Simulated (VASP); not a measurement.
# Sb2S (Pn-3m) in VASP: further runs

The runs below take Sb2S through single point, with PBE.

Program: VASP 6.6.1. These are calculated values, not measurements. Logs are shortened: lines on timing, memory, paths and dates and some standing lists are left out, and cuts for length are marked.

## 1. The cell of the first run

The structure is cubic, space group Pn-3m (No. 224). Conventional cell: a = 5.665 Å, b = 5.665 Å, c = 5.665 Å, α = 90.00°, β = 90.00°, γ = 90.00°. Within 3.2 Å of Sb (site symmetry -3m) lie 2 S at 2.45 Å. S (site symmetry -43m) has 4 Sb at 2.45 Å within 3.2 Å.

## 2. Single point, PBE

File INCAR:

```
  ALGO = Normal
  EDIFF = 1E-7
  ENCUT = 520
  GGA = PE
  ISIF = 2
  ISMEAR = 0
  LASPH = T
  LCHARG = F
  LREAL = F
  LWAVE = F
  NBANDS = 25
  NELM = 100
  PREC = Accurate
  SIGMA = 0.1
```

File KPOINTS:

```
k-points
0
Gamma
  4 4 4
```

File POSCAR:

```
Sb2S
1.0
    5.6649594400      0.0000000000      0.0000000000
    0.0000000000      5.6649594400      0.0000000000
    0.0000000000      0.0000000000      5.6649594400
Sb S
4 2
Direct
    0.7500000000      0.7500000000      0.7500000000
    0.2500000000      0.2500000000      0.7500000000
    0.2500000000      0.7500000000      0.2500000000
    0.7500000000      0.2500000000      0.2500000000
    0.0000000000      0.0000000000      0.0000000000
    0.5000000000      0.5000000000      0.5000000000
```

Potentials or basis: VASP PAW PBE potentials, release 64 (Sb, S).

Started as:

```sh
> cat potpaw_PBE.64/Sb/POTCAR potpaw_PBE.64/S/POTCAR > POTCAR
> mpirun -np 1 vasp_std > vasp.out
```

OUTCAR:

```text
EDIFF = 1E-7
   ENCUT = 520
   GGA = PE
   ISIF = 2
   ISMEAR = 0
   LASPH = T
   LREAL = F
   NELM = 100
   PREC = Accurate

 ion  position               nearest neighbor table
   1  0.750  0.750  0.750-   5 2.45   6 2.45
   2  0.250  0.250  0.750-   5 2.45   6 2.45
   3  0.250  0.750  0.250-   5 2.45   6 2.45
   4  0.750  0.250  0.250-   5 2.45   6 2.45
   5  0.000  0.000  0.000-   1 2.45   2 2.45   3 2.45   4 2.45
   6  0.500  0.500  0.500-   1 2.45   2 2.45   3 2.45   4 2.45

  LATTYP: Found a simple cubic cell.
 ALAT       =     5.6649594400

  Lattice vectors:

 A1 = (   5.6649594400,   0.0000000000,   0.0000000000)
 A2 = (   0.0000000000,   5.6649594400,   0.0000000000)
 A3 = (   0.0000000000,   0.0000000000,   5.6649594400)

Analysis of symmetry for initial positions (statically):
=====================================================================
 Subroutine PRICEL returns:
 Original cell was already a primitive cell.

 Routine SETGRP: Setting up the symmetry group for a
 simple cubic supercell.

 Subroutine GETGRP returns: Found 48 space group operations
 (whereof 24 operations were pure point group operations)
 out of a pool of 48 trial point group operations.

The static configuration has the point symmetry T_d .
 The point group associated with its full space group is O_h .

Analysis of symmetry for dynamics (positions and initial velocities):
=====================================================================
 Subroutine PRICEL returns:
 Original cell was already a primitive cell.

 Routine SETGRP: Setting up the symmetry group for a
 simple cubic supercell.

 Subroutine GETGRP returns: Found 48 space group operations
 (whereof 24 operations were pure point group operations)
 out of a pool of 48 trial point group operations.

The dynamic configuration has the point symmetry T_d .
 The point group associated with its full space group is O_h .

 Subroutine INISYM returns: Found 48 space group operations
 (whereof 24 operations are pure point group operations),
 and found     1 'primitive' translations

----------------------------------------------------------------------------------------

                                     Primitive cell

  volume of cell :     181.7985

  direct lattice vectors                    reciprocal lattice vectors
     5.664959440  0.000000000  0.000000000     0.176523770  0.000000000  0.000000000
     0.000000000  5.664959440  0.000000000     0.000000000  0.176523770  0.000000000
     0.000000000  0.000000000  5.664959440     0.000000000  0.000000000  0.176523770

  length of vectors
     5.664959440  5.664959440  5.664959440     0.176523770  0.176523770  0.176523770

  position of ions in fractional coordinates (direct lattice)
     0.750000000  0.750000000  0.750000000
     0.250000000  0.250000000  0.750000000
     0.250000000  0.750000000  0.250000000
     0.750000000  0.250000000  0.250000000
     0.000000000  0.000000000  0.000000000
     0.500000000  0.500000000  0.500000000

  ion indices of the primitive-cell ions
   primitive index   ion index
                 1           1
                 2           2
                 3           3
                 4           4
                 5           5
                 6           6

----------------------------------------------------------------------------------------

 KPOINTS: k-points

Automatic generation of k-mesh.
 Grid dimensions read from file:
 generate k-points for:    4    4    4

 Generating k-lattice:

  Cartesian coordinates                     Fractional coordinates (reciprocal lattice)
     0.044130943  0.000000000  0.000000000     0.250000000  0.000000000  0.000000000
     0.000000000  0.044130943  0.000000000     0.000000000  0.250000000  0.000000000
     0.000000000  0.000000000  0.044130943     0.000000000  0.000000000  0.250000000

  Length of vectors
     0.044130943  0.044130943  0.044130943

  Shift w.r.t. Gamma in fractional coordinates (k-lattice)
     0.000000000  0.000000000  0.000000000

 Subroutine IBZKPT returns following result:
 ===========================================

 Found     10 irreducible k-points:

 Following reciprocal coordinates:
            Coordinates               Weight
  0.000000  0.000000  0.000000      1.000000
  0.250000  0.000000  0.000000      6.000000
  0.500000  0.000000  0.000000      3.000000
  0.250000  0.250000  0.000000     12.000000
  0.500000  0.250000  0.000000     12.000000
  0.500000  0.500000  0.000000      3.000000
  0.250000  0.250000  0.250000      8.000000
  0.500000  0.250000  0.250000     12.000000
  0.500000  0.500000  0.250000      6.000000
  0.500000  0.500000  0.500000      1.000000
   k-points           NKPTS =     10   k-points in BZ     NKDIM =     10   number of bands    NBANDS=     25
   number of dos      NEDOS =    301   number of ions     NIONS =      6
   total plane-waves  NPLWV =  74088
   dimension x,y,z NGX =    42 NGY =   42 NGZ =   42
   dimension x,y,z NGXF=    84 NGYF=   84 NGZF=   84
   ions per type =               4   2
   NGX,Y,Z   is equivalent  to a cutoff of  12.33, 12.33, 12.33 a.u.
   NGXF,Y,Z  is equivalent  to a cutoff of  24.65, 24.65, 24.65 a.u.
 SYSTEM =  unknown system
   PREC   = accura    normal or accurate (medium, high low for compatibility)
   ISTART =      0    job   : 0-new  1-cont  2-samecut
   ICHARG =      2    charge: 1-file 2-atom 10-const
   ISPIN  =      1    spin polarized calculation?
   LNONCOLLINEAR =      F non collinear calculations
   LSORBIT =      F    spin-orbit coupling
   LASPH  =      T    aspherical Exc in radial PAW
   ENCUT  =  520.0 eV  38.22 Ry    6.18 a.u.  10.53 10.53 10.53*2*pi/ulx,y,z
   NELM   =    100;   NELMIN=  2; NELMDL= -5     # of ELM steps
   EDIFF  = 0.1E-06   stopping-criterion for ELM
   LREAL  =      F    real-space projection
   EDIFFG = 0.1E-05   stopping-criterion for IOM
   NSW    =      0    number of steps for IOM
   IBRION =     -1    ionic relax: 0-MD 1-quasi-New 2-CG
   NFREE  =      0    steps in history (QN), initial steepest desc. (CG)
   ISIF   =      2    stress and relaxation
   ISYM   =      2    0-nonsym 1-usesym 2-fastsym
   POTIM  = 0.5000    time-step for ionic-motion
   TEBEG  =    0.0;   TEEND  =   0.0 temperature during run
   PSTRESS=    0.0 pullay stress
   NELECT =      32.0000    total number of electrons
   NUPDOWN=      -1.0000    fix difference up-down
   EMIN   =  10.00;   EMAX   =-10.00  energy-range for DOS
   EFERMI =   0.00;   METHOD = LEGACY
   ISMEAR =     0;   SIGMA  =   0.10  broadening in eV -4-tet -1-fermi 0-gaus
   EFERMI_NEDOS =   21; number of points for ismear=-14 and -15
   IALGO  =     38    algorithm
   IMIX   =      4    mixing-type and parameters
     AMIX     =   0.40;   BMIX     =  1.00
     AMIX_MAG =   1.60;   BMIX_MAG =  1.00
  volume/ion in A,a.u.               =      30.30       204.47
  Fermi-wavevector in a.u.,A,eV,Ry     =   0.917476  1.733778 11.452869  0.841762
  Thomas-Fermi vector in A             =   2.042449
   LORBIT       =      0    0 simple, 1 ext, 2 COOP (PROOUT), +10 PAW based schemes
   GGA     = PE    functional components
   LHFCALC =     F    Hartree Fock is set to
   AEXX    =    0.0000 exact exchange contribution
   IVDW    =     0    specifies the selected vdW correction
   LEPSILON=     F    determine dielectric tensor
   LRPA    =     F    only Hartree local field effects (RPA)
 non-spin polarized calculation
 Gauss-broadening in eV      SIGMA  =   0.10
  energy-cutoff  :      520.00
  volume of cell :      181.80
 maximum number of plane-waves:      4945
   NGX = 21   NGY = 21   NGZ = 21

 number of electron      31.9999991 magnetization

 Free energy of the ion-electron system (eV)
  ---------------------------------------------------
  ext. energy  EPLUGINS =         0.00000000
  ---------------------------------------------------
  free energy    TOTEN  =       -20.93023554 eV

  energy without entropy =      -20.90927222  energy(sigma->0) =      -20.91975388

 E-fermi :   5.2766     XC(G=0):  -8.9652

 val. band max:        5.2179010386   @ k =   0.0000   0.0000   0.0000
 cond. band min:       5.2967592836   @ k =   0.5000   0.5000   0.0000
 fundamental gap:      0.0788582450
 Fermi energy:         5.2765958384

 k-point     1 :       0.0000    0.0000    0.0000
  band No.  band energies     occupation
      1      -9.8300      2.00000
      2      -9.1682      2.00000
      3      -4.2182      2.00000
      4      -4.2182      2.00000
      5      -4.2182      2.00000
      6      -1.9405      2.00000
[... 17 lines left out ...]
     24       9.2449      0.00000
     25       9.2449      0.00000

 k-point     2 :       0.2500    0.0000    0.0000
  band No.  band energies     occupation
      1      -9.7328      2.00000
      2      -9.2620      2.00000
      3      -4.1930      2.00000
      4      -4.1930      2.00000
      5      -4.1138      2.00000
      6      -2.7872      2.00000
[... 17 lines left out ...]
     24       9.9826      0.00000
     25       9.9826      0.00000

 k-point     3 :       0.5000    0.0000    0.0000
  band No.  band energies     occupation
      1      -9.4961      2.00000
      2      -9.4961      2.00000
      3      -4.1671      2.00000
      4      -4.1671      2.00000
      5      -3.6691      2.00000
      6      -3.6691      2.00000
[... 160 lines left out ...]
 k-point     9 :       0.5000    0.5000    0.2500
  band No.  band energies     occupation
      1      -9.5557      2.00000
      2      -9.2959      2.00000
      3      -4.6481      2.00000
      4      -4.6481      2.00000
      5      -4.1780      2.00000
      6      -1.8439      2.00000
[... 17 lines left out ...]
     24       9.8039      0.00000
     25      11.1021      0.00000

 k-point    10 :       0.5000    0.5000    0.5000
  band No.  band energies     occupation
      1      -9.5874      2.00000
      2      -9.2112      2.00000
      3      -4.5859      2.00000
      4      -4.5859      2.00000
      5      -4.5859      2.00000
      6      -1.1197      2.00000
[... 17 lines left out ...]
     24      10.1172      0.00000
     25      10.4832      0.00000

------------------------ aborting loop because EDIFF is reached ----------------------------------------

  FORCE on cell =-STRESS in cart. coord.  units (eV):
  Direction    XX          YY          ZZ          XY          YZ          ZX
  --------------------------------------------------------------------------------------
  -------------------------------------------------------------------------------------
  Total        7.9068451      7.9068451      7.9068451      0.0000000     -0.0000000      0.0000000
  in kB       69.6824480     69.6824480     69.6824480      0.0000000     -0.0000000      0.0000000
  external PRESSURE =      69.6824480 kB  Pullay stress =       0.0000000 kB

 VOLUME and BASIS-vectors are now :
 -----------------------------------------------------------------------------
  energy-cutoff  :      520.00
  volume of cell :      181.80
      direct lattice vectors                 reciprocal lattice vectors
     5.664959440  0.000000000  0.000000000     0.176523770  0.000000000  0.000000000
     0.000000000  5.664959440  0.000000000     0.000000000  0.176523770  0.000000000
     0.000000000  0.000000000  5.664959440     0.000000000  0.000000000  0.176523770

 POSITION                                       TOTAL-FORCE (eV/Angst)
 -----------------------------------------------------------------------------------
      4.24872      4.24872      4.24872         0.000000      0.000000     -0.000000
      1.41624      1.41624      4.24872         0.000000     -0.000000     -0.000000
      1.41624      4.24872      1.41624        -0.000000      0.000000      0.000000
      4.24872      1.41624      1.41624        -0.000000      0.000000     -0.000000
      0.00000      0.00000      0.00000        -0.000000      0.000000      0.000000
      2.83248      2.83248      2.83248        -0.000000      0.000000     -0.000000
 -----------------------------------------------------------------------------------
    total drift:                                0.000000      0.000000     -0.000000

  FREE ENERGIE OF THE ION-ELECTRON SYSTEM (eV)
  ---------------------------------------------------
  free  energy   TOTEN  =       -20.9302355447 eV

  energy  without entropy=      -20.9092722207  energy(sigma->0) =      -20.91975388
```

Wall time 2.2 min (1 thread of AMD EPYC 7R13, shared host); peak memory 0.21 GiB.

What came out:

- Free energy: -20.9302 eV
- Pressure: 7.0 GPa
- Band gap on the k mesh: zero (band 16 reaches 6.03 eV, above the bottom of band 17 at 5.07 eV)

Caveat: spin-orbit coupling is left out, which moves the levels of the heavy elements.

## 3. Single point, PBE

This run uses another cell than the first one, of 34.86 Å³/atom, 1.151 times its volume.

File INCAR:

```
  PREC = Accurate
  ENCUT = 520
  EDIFF = 1E-6
  ISMEAR = 0
  SIGMA = 0.1
  LREAL = F
  LASPH = T
  NELM = 100
  ALGO = Normal
  ISIF = 2
  LWAVE = F
  LCHARG = F
  GGA = PE
  NBANDS = 25
```

File KPOINTS:

```
Automatic mesh
0
Gamma
  4 4 4
```

POSCAR: that of step 2 with these lines changed.

```diff
@@ -2,5 +2,5 @@
 1.0
-    5.6649594400      0.0000000000      0.0000000000
-    0.0000000000      5.6649594400      0.0000000000
-    0.0000000000      0.0000000000      5.6649594400
+    5.9361098952      0.0000000000      0.0000000000
+    0.0000000000      5.9361098952      0.0000000000
+    0.0000000000      0.0000000000      5.9361098952
 Sb S
```

Potentials or basis: VASP PAW PBE potentials, release 64 (Sb, S).

Started as:

```sh
> cat potpaw_PBE.64/Sb/POTCAR potpaw_PBE.64/S/POTCAR > POTCAR
> mpirun -np 1 vasp_std > vasp.out
```

It took 2.8 min on 1 thread of AMD EPYC 7R13, shared host; peak memory 0.28 GiB.

The run converged. Its results:

```
Free energy            : -21.4603 eV
Pressure               : 0.0 GPa
Band gap on the k mesh : zero (band 16 reaches 4.59 eV, above the bottom of band 17 at 3.81 eV)
```

Levels at points of the mesh, in eV from the Fermi level:
| k point | band 14 | band 15 | band 16 | band 17 | band 18 | band 19 |
| --- | --- | --- | --- | --- | --- | --- |
| (0.00, 0.00, 0.00) | -1.53 | -0.03 | -0.03 | -0.03 | 1.05 | 1.05 |
| (0.50, 0.00, 0.00) | -1.64 | -1.01 | -1.01 | -0.09 | -0.09 | 1.90 |
| (0.50, 0.50, 0.00) | -0.38 | -0.34 | -0.34 | 0.05 | 0.05 | 0.82 |
| (0.50, 0.50, 0.50) | -1.53 | -1.53 | 0.68 | 0.68 | 1.11 | 1.11 |

Caveat: spin-orbit coupling is left out, which moves the levels of the heavy elements.
